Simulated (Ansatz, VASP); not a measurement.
**Sr in VASP and in Ansatz**

```
Sr
1.0
     0.00000    2.92479    2.92479
     2.92479    0.00000    2.92479
     2.92479    2.92479    0.00000
Sr
1
Cartesian
  0.0000 0.0000 0.0000
```

Alike in both runs: task single point; functional r2SCAN; k mesh 15 × 15 × 15; occupations fermi-dirac, width 0.1 eV; no spin polarisation.

```csv
,VASP,Ansatz
version,VASP 6.6.1,Ansatz 0.2.0
potentials or method,"VASP PAW PBE potentials, release 64 (Sr_sv), cutoff 520 eV","plane waves (500 eV) with PAW, scalar-relativistic"
valence electrons in the cell,10,10
```

```csv
,VASP,Ansatz,Ansatz less VASP
pressure (GPa),1.9,1.8,-0.03
```

VASP's potentials were made for PBE, not for r2SCAN.
